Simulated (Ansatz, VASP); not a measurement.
**One calculation of YPb3, two programs**

```
Y Pb
1.0
     4.88647    0.00000    0.00000
     0.00000    4.88647    0.00000
     0.00000    0.00000    4.88647
Y Pb
1 3
Cartesian
  0.0000 0.0000 0.0000
  0.0000 2.4432 2.4432
  2.4432 0.0000 2.4432
  2.4432 2.4432 0.0000
```

Change from the starting cell: volume scaled by 1.04, crystal datasets.

Alike in both runs: task electric field gradients; functional PBEsol; k mesh 8 × 8 × 8; occupations fermi-dirac, width 0.08 eV; no spin polarisation.

|  | VASP | Ansatz |
| --- | --- | --- |
| version | VASP 6.6.1 | Ansatz 0.2.0 |
| potentials or method | VASP PAW PBE potentials, release 64 (Y_sv, Pb_d), cutoff 520 eV | all-electron PAW with datasets made for the crystal, scalar-relativistic |

|  | VASP | Ansatz | Ansatz less VASP |
| --- | --- | --- | --- |
| pressure (GPa) | -2.5 | -2.5 | +0.07 |
| size of Vzz on the site where it differs most (V/Å²) | 304.9 | 312.3 | +7.46 |

VASP's potentials were made for PBE, not for PBEsol. Ansatz ran all-electron here, and VASP with PAW potentials.

Neither program's run includes spin-orbit coupling.
